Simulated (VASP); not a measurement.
Here is a VASP 6.6.1 calculation.

The input POSCAR:

```
CdS
1.0
    3.8854452000      0.0000000000      0.0000000000
    0.0000000000      5.4931183667      0.0000000000
    0.0000000000      0.0000000000      3.9242178499
Cd S
2 2
Direct
    0.5000000000      0.5000000000      0.2430300000
    0.0000000000      0.0000000000      0.7569700000
    0.5000000000      0.0000000000      0.2551600000
    0.0000000000      0.5000000000      0.7448400000
```

The input INCAR.step1:

```
ALGO = Normal ; EDIFF = 1E-4
ENCUT = 520 ; GGA = PE
ISMEAR = -1 ; LASPH = T
LCHARG = F ; LREAL = F
LWAVE = T ; NBANDS = 26
NELM = 80 ; PREC = Accurate
SIGMA = 0.02
```

INCAR.step2

```
ALGO = Normal ; EDIFF = 1E-6
ENCUT = 520 ; ISIF = 2
ISMEAR = -1 ; ISTART = 1
LASPH = T ; LCHARG = F
LMIXTAU = T ; LREAL = F
LWAVE = F ; METAGGA = R2SCAN
NBANDS = 26 ; NELM = 80
PREC = Accurate ; SIGMA = 0.02
```

The input KPOINTS:

```
k-points
0
Gamma
  6 4 6
```

Potentials or basis: VASP PAW PBE potentials, release 64 (Cd, S).

The run is started by

```bash
$ cat potpaw_PBE.64/Cd/POTCAR potpaw_PBE.64/S/POTCAR > POTCAR
$ cp INCAR.step1 INCAR
$ mpirun -np 1 vasp_std > vasp.out
$ cp INCAR.step2 INCAR
$ mpirun -np 1 vasp_std > vasp.out
```

Problem. Predict the pressure.

Solution. -2.1 GPa.

Problem. What does it give for the band gap on the k mesh?

Solution. 0.70 eV.

Problem. Predict the largest force.

Solution. 0.033 eV/Å.

Stress tensor (GPa, compression positive):
```
-1.78  0.00  0.00
 0.00 -1.86  0.00
 0.00  0.00 -2.51
```

Caveat: the PAW data sets were made with another functional, which shifts forces and pressure a little. A k mesh can miss the band edges.
